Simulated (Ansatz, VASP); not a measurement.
**Pt in VASP and in Ansatz**

INCAR

```
SYSTEM = Pt
PREC = Accurate
ENCUT = 520
EDIFF = 1E-6
ISMEAR = -1
SIGMA = 0.1
LREAL = .False.
LASPH = .True.
NELM = 100
ALGO = Normal
ISIF = 2
LWAVE = .False.
LCHARG = .False.
GGA = CA
NBANDS = 11
```

File KPOINTS:

```
Automatic mesh
0
Gamma
  20 20 20
  0 0 0
```

Contents of POSCAR:

```
Pt
1.0
    0.0000000000      1.9474302061      1.9474302061
    1.9474302061      0.0000000000      1.9474302061
    1.9474302061      1.9474302061      0.0000000000
Pt
1
Direct
    0.0000000000      0.0000000000      0.0000000000
```

Input for Ansatz:

```yaml
crystal:
  lattice:
    - [0.0, 1.9474302061, 1.9474302061]
    - [1.9474302061, 0.0, 1.9474302061]
    - [1.9474302061, 1.9474302061, 0.0]
  atoms:
    - { symbol: Pt, position: [0.0, 0.0, 0.0] }
hamiltonian:
  xc: lda
  pseudopotentials:
    kind: paw
    azcp:
      Pt: "pseudopotentials/Pt.paw.azcp"
basis:
  ecutwfc: 420
  fft_grid_basis: typed
kpoints:
  mp_grid: { grid: [20, 20, 20], shift: [0, 0, 0] }
magnetization:
  spin_polarized: false
scf:
  occupations: { method: fermi_dirac, width: 0.1 }
  lower_state_search: "off"
output:
  stress: true
```

Alike in both runs: task single point; functional LDA; k mesh 20 × 20 × 20; occupations fermi-dirac, width 0.1 eV; no spin polarisation.

|  | VASP | Ansatz |
| --- | --- | --- |
| version | VASP 6.6.1 | Ansatz 0.2.0 |
| potentials or method | VASP PAW LDA potentials, release 64 (Pt), cutoff 520 eV | plane waves (420 eV) with PAW, scalar-relativistic |
| valence electrons in the cell | 10 | 18 |

|  | VASP | Ansatz | Ansatz less VASP |
| --- | --- | --- | --- |
| pressure (GPa) | 0.9 | 0.1 | -0.76 |

Ansatz warns that its potentials were made for another functional, while VASP's fit it. LDA's correlation is that of Perdew and Zunger in VASP and of Perdew and Wang (1992) in Ansatz. VASP's potentials hold 10 valence electrons a cell and Ansatz's 18, so a difference there can come from the potentials and not from the codes.

Spin-orbit coupling is off throughout.
